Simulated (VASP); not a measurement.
Wanted: the native input for a VASP 6.6.1 run.

| Quantity | Value |
| --- | --- |
| Task | single point |
| Functional | HSE06 |
| Potentials or basis | VASP PAW PBE potentials, release 64 (Cd, S) |
| Cutoff | 520 eV |
| k mesh | 4 × 4 × 3 |
| Occupations | fermi-dirac, width 0.05 eV |
| Spin | no spin polarisation |
| Dipole correction | no |
| Grid for exact exchange (PRECFOCK) | Normal |
| Further INCAR settings | ALGO = Normal; EDIFF = 1e-07; NBANDS = 16 |
| Share of exact exchange | 0.25 |
| Screening parameter | 0.2079 1/Å |

The system is CdS.

```xyz
2
Lattice="4.2266 0.0000 0.0000 -2.1133 3.6604 0.0000 0.0000 0.0000 5.8372" Properties=species:S:1:pos:R:3 pbc="T T T"
Cd    0.0000    0.0000    2.5569
S     2.1133    1.2201    2.5623
```

These files were run (other wordings do the same):

POSCAR

```
CdS
1.0
    4.2266229725      0.0000000000      0.0000000000
   -2.1133114863      3.6603628664      0.0000000000
    0.0000000000      0.0000000000      5.8372465945
Cd S
1 1
Direct
    0.0000000000      0.0000000000      0.4380403527
    0.6666666667      0.3333333333      0.4389596473
```

INCAR.step1

```
SYSTEM = CdS
ALGO = Normal
EDIFF = 1E-5
ENCUT = 520
GGA = PE
ISIF = 2
ISMEAR = -1
LASPH = .True.
LCHARG = .False.
LREAL = .False.
LWAVE = .True.
NBANDS = 16
NELM = 60
PREC = Accurate
SIGMA = 0.05
```

INCAR.step2

```
SYSTEM = CdS
ALGO = Normal
EDIFF = 1E-7
ENCUT = 520
GGA = PE
HFSCREEN = 0.2079
ISIF = 2
ISMEAR = -1
ISTART = 1
LASPH = .True.
LCHARG = .False.
LHFCALC = .True.
LREAL = .False.
LWAVE = .False.
NBANDS = 16
NELM = 60
PREC = Accurate
PRECFOCK = Normal
SIGMA = 0.05
```

KPOINTS

```
k-points
0
Gamma
  4 4 3
  0 0 0
```

Potentials or basis: VASP PAW PBE potentials, release 64 (Cd, S).

Run with:

```console
$ cat potpaw_PBE.64/Cd/POTCAR potpaw_PBE.64/S/POTCAR > POTCAR
$ cp INCAR.step1 INCAR
$ mpirun -np 1 vasp_std > vasp.out
$ cp INCAR.step2 INCAR
$ mpirun -np 1 vasp_std > vasp.out
```

Results of the run:

```yaml
Pressure: 0.2 GPa
Band_gap_on_the_k_mesh: 2.55 eV
```

Caveat: the k points lie up to 0.43 Å⁻¹ apart; the PAW data sets were made with another functional, which shifts forces and pressure a little; an odd mesh through Γ misses points on the zone boundary, where band edges can lie.

Run time: 5.9 min on 1 thread of Intel(R) Xeon(R) Platinum 8559C (Emerald Rapids), with other jobs on the host, peak memory 0.32 GiB.
